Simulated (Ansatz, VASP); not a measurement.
## Two plane-wave programs on Pd

Contents of INCAR:

```
PREC     = Accurate       # precision mode
ENCUT    = 520            # plane-wave cutoff, eV
EDIFF    = 1E-6           # SCF threshold, eV
ISMEAR   = -1             # smearing method
SIGMA    = 0.1            # smearing width, eV
LREAL    = False          # projectors in reciprocal space
LASPH    = True           # aspherical terms in the spheres
NELM     = 60             # most SCF steps
ALGO     = Normal         # electronic algorithm
ISIF     = 2              # what is computed and relaxed
LWAVE    = False          # write WAVECAR
LCHARG   = True           # write CHGCAR
LELF     = True           # ELF
LVHAR    = True         
NBANDS   = 11             # bands
```

KPOINTS

```
regular mesh
0
Gamma
  14 14 14
```

File POSCAR:

```
Pd
1.0
    2.5394490273      0.0000000000      0.0000000000
    0.0000000000      2.5394490273      0.0000000000
    0.0000000000      0.0000000000      2.5394490273
Pd
1
Direct
    0.0000000000      0.0000000000      0.0000000000
```

Input for Ansatz:

```yaml
crystal:
  lattice:
    - [2.5394490273, 0.0, 0.0]
    - [0.0, 2.5394490273, 0.0]
    - [0.0, 0.0, 2.5394490273]
  atoms:
    - { symbol: Pd, position: [0.0, 0.0, 0.0] }
hamiltonian:
  xc: lda
  pseudopotentials:
    kind: paw
    azcp:
      Pd: "pseudopotentials/Pd.paw.azcp"
basis:
  ecutwfc: 420
  fft_grid_basis: typed
kpoints:
  mp_grid: { grid: [14, 14, 14], shift: [0, 0, 0] }
magnetization:
  spin_polarized: false
scf:
  occupations: { method: fermi_dirac, width: 0.1 }
  lower_state_search: "off"
output:
  stress: true
```

Alike in both runs: task single point; functional LDA; k mesh 14 × 14 × 14; occupations fermi-dirac, width 0.1 eV; no spin polarisation.

|  | VASP | Ansatz |
| --- | --- | --- |
| version | VASP 6.6.1 | Ansatz 0.2.0 |
| potentials or method | VASP PAW LDA potentials, release 64 (Pd), cutoff 520 eV | plane waves (420 eV) with PAW, scalar-relativistic |
| valence electrons in the cell | 10 | 18 |

|  | VASP | Ansatz | Ansatz less VASP |
| --- | --- | --- | --- |
| pressure (GPa) | 0.2 | 0.1 | -0.03 |

Ansatz warns that its potentials were made for another functional, while VASP's fit it. LDA's correlation is that of Perdew and Zunger in VASP and of Perdew and Wang (1992) in Ansatz. VASP's potentials hold 10 valence electrons a cell and Ansatz's 18, so a difference there can come from the potentials and not from the codes.
